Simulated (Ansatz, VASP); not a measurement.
Ga in VASP and in Ansatz

```xyz
4
Lattice="2.8106 0.0000 0.0000 -1.4053 2.4341 0.0000 0.0000 0.0000 9.1334" Properties=species:S:1:pos:R:3 pbc="T T T"
Ga    0.0000    0.0000    9.1334
Ga    1.4053    2.4341    4.5667
Ga    0.0000    1.6227    2.2834
Ga    1.4053    0.8114    6.8501
```

Alike in both runs: task single point; functional PBEsol; k mesh 14 × 14 × 4; occupations fermi-dirac, width 0.1 eV; no spin polarisation.

|  | VASP | Ansatz |
| --- | --- | --- |
| version | VASP 6.6.1 | Ansatz 0.2.0 |
| potentials or method | VASP PAW PBE potentials, release 64 (Ga_d), cutoff 520 eV | plane waves (420 eV) with PAW, scalar-relativistic |
| valence electrons in the cell | 52 | 52 |

```tsv
	VASP	Ansatz	Ansatz less VASP
pressure (GPa)	10.5	10.3	-0.16
traceless stress, the component that is largest in VASP (GPa)	1.11	1.11	-0.001
```

VASP's potentials were made for PBE, not for PBEsol, and Ansatz warns of the same on its side. With one functional, cell and mesh, what is left measures potentials, basis and numerics.
